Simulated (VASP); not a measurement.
Runs of VASP 6.6.1 on Al2O3. The structure is that of space group Pnnm (No. 58), or close to it. The cells are those of the table. 

```tsv
cell	gap on the mesh (eV)	pressure (GPa)	largest force (eV/Å)
a = 4.225, b = 8.807, c = 2.856 Å, 10 atoms	(a)	52.8	3.27
a = 4.409, b = 9.190, c = 2.737 Å, 10 atoms	(b)	38.4	1.54
a = 4.225, b = 8.807, c = 2.737 Å, 10 atoms	(c)	67.8	1.88
a = 4.225, b = 8.807, c = 2.975 Å, 10 atoms	4.65	41.0	4.32
```

Alike in all rows: task single point; level LDA; potentials or basis VASP PAW LDA potentials, release 64 (Al, O); no spin polarisation; k mesh 6 × 4 × 8; cutoff (eV) 520; smearing gaussian 0.05 eV.

**Question.** Fill in the values left out.

**Answer.** (a) 4.67; (b) 3.95; (c) 4.56.

Caveats: forces of over 1 eV/Å act on the atoms, so gaps and moduli don't describe the material at rest.

A k mesh can miss the band edges.
